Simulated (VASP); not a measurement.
Runs of VASP 6.6.1 on F. The structure is that of space group Im-3m (No. 229), or close to it. The cells are those of the table. 

```csv
task,cell,gap on the mesh (eV),pressure (GPa)
relaxation of cell and atoms,"relaxed to -0.82 GPa from a = 2.375 Å, angles 109.5°, 1 atom",none,-0.8
relaxation of cell and atoms,"relaxed to -0.82 GPa from a = 2.381 Å, angles 109.5°, 1 atom",none,-0.8
single point,"a = 2.375 Å, angles 109.5°, 1 atom",none,(a)
single point,"a = 2.374 Å, angles 109.5°, 1 atom",none,-1.3
```

Alike in all rows: level PBE; potentials or basis VASP PAW PBE potentials, release 64 (F); no spin polarisation; k mesh 18 × 18 × 18; cutoff (eV) 600; smearing fermi-dirac 0.08 eV.

Q: Estimate the missing entries.

A: (a) -1.4.

Caveats: an odd number of electrons without spin polarisation forces a metal; a magnetic or distorted state may lie lower; the cell is relaxed towards a set pressure, so the enthalpy falls and the energy may rise (some runs).

A gap of «none» marks levels without a gap at the run's occupations.
